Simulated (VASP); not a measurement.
# Al2Au: single point with LDA

Crystal: Al2Au.

```
Au Al
1.0
     0.00000    3.01987    3.01987
     3.01987    0.00000    3.01987
     3.01987    3.01987    0.00000
Au Al
1 2
Direct
  0.00000 0.00000 0.00000
  0.75000 0.75000 0.75000
  0.25000 0.25000 0.25000
```

This cell differs from its parent crystal: volume scaled by 1.02.

```json
{
 "Program": "VASP 6.6.1",
 "Task": "single point",
 "Functional": "LDA",
 "Potentials or basis": "VASP PAW LDA potentials, release 64 (Au, Al)",
 "Cutoff": "520 eV",
 "k mesh": "8 × 8 × 8",
 "Occupations": "fermi-dirac, width 0.05 eV",
 "Spin": "no spin polarisation",
 "Dipole correction": "no",
 "Further INCAR settings": "ALGO = Normal; EDIFF = 1e-06; NBANDS = 16"
}
```

The pressure is -4.5 GPa.

Levels at points of the mesh, in eV from the Fermi level:
| k point | band 5 | band 6 | band 7 | band 8 | band 9 | band 10 | band 11 | band 12 | band 13 | band 14 |
| --- | --- | --- | --- | --- | --- | --- | --- | --- | --- | --- |
| (0.00, 0.00, 0.00) | -5.57 | -5.57 | 1.98 | 2.95 | 2.95 | 2.95 | 3.83 | 3.83 | 3.83 | 5.65 |
| (0.50, 0.00, 0.00) | -5.46 | -5.46 | -5.40 | 0.38 | 0.38 | 3.19 | 3.38 | 3.77 | 3.77 | 8.77 |
| (0.50, 0.50, 0.00) | -5.73 | -5.28 | -4.97 | -2.04 | -2.04 | 1.12 | 2.08 | 7.68 | 9.55 | 9.55 |

Run time: 28 s on 1 thread of Intel(R) Xeon(R) Platinum 8259CL CPU @ 2.50GHz (Skylake/Cascade Lake) (shared host), peak memory 0.16 GiB.

Caveat: spin-orbit coupling is left out, which moves the levels of the heavy elements.
